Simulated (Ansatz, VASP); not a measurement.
One calculation of Pt2S, two programs

```
Pt S
1.0
     0.00000    2.93138    2.93138
     2.93138    0.00000    2.93138
     2.93138    2.93138    0.00000
Pt S
2 1
Cartesian
  1.4657 1.4657 1.4657
  4.3971 4.3971 4.3971
  0.0000 0.0000 0.0000
```

Alike in both runs: task single point; functional PBE; k mesh 6 × 6 × 6; occupations gaussian, width 0.1 eV; no spin polarisation.

|  | VASP | Ansatz |
| --- | --- | --- |
| version | VASP 6.6.1 | Ansatz 0.2.0 |
| potentials or method | VASP PAW PBE potentials, release 64 (Pt, S), cutoff 520 eV | scalar-relativistic, plane waves, PAW |
| valence electrons in the cell | 26 | 42 |

```tsv
	VASP	Ansatz	Ansatz less VASP
gap on the k mesh at the Fermi level (eV)	none	none	-
pressure (GPa)	-0.1	0.0	+0.18
```

A gap of «none» marks a metal or a gap that the smearing closes. With one functional, cell and mesh, what is left measures potentials, basis and numerics. VASP's potentials hold 26 valence electrons a cell and Ansatz's 42, so a difference there can come from the potentials and not from the codes.

Neither program's run includes spin-orbit coupling.
